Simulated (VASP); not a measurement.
Runs of VASP 6.6.1 on ZnO. The structure is that of space group P6_3mc (No. 186), or close to it. The cells are those of the table. 

```csv
cell,gap on the mesh (eV),pressure (GPa),largest force (eV/Å)
"a = 3.313, b = 3.313, c = 5.308 Å, angles 90.0, 90.0, 120.0°, 4 atoms",0.70,(c),0.05
"a = 3.249, b = 3.249, c = 5.206 Å, angles 90.0, 90.0, 120.0°, 4 atoms",0.79,6.0,0.07
"a = 3.216, b = 3.216, c = 5.153 Å, angles 90.0, 90.0, 120.0°, 4 atoms",0.83,(a),0.09
"a = 3.281, b = 3.281, c = 5.257 Å, angles 90.0, 90.0, 120.0°, 4 atoms",0.75,(b),0.06
"a = 3.183, b = 3.183, c = 5.099 Å, angles 90.0, 90.0, 120.0°, 4 atoms",0.88,17.0,0.10
```

Alike in all rows: task single point; level PBE; potentials or basis VASP PAW PBE potentials, release 64 (Zn, O); no spin polarisation; k mesh 12 × 12 × 4; cutoff (eV) 520; smearing gaussian 0.01 eV.

Problem. Estimate the missing entries.

Solution. (a) 11.0; (b) 1.6; (c) -2.0.

Caveats: the cell stands under pressure (at least some runs).

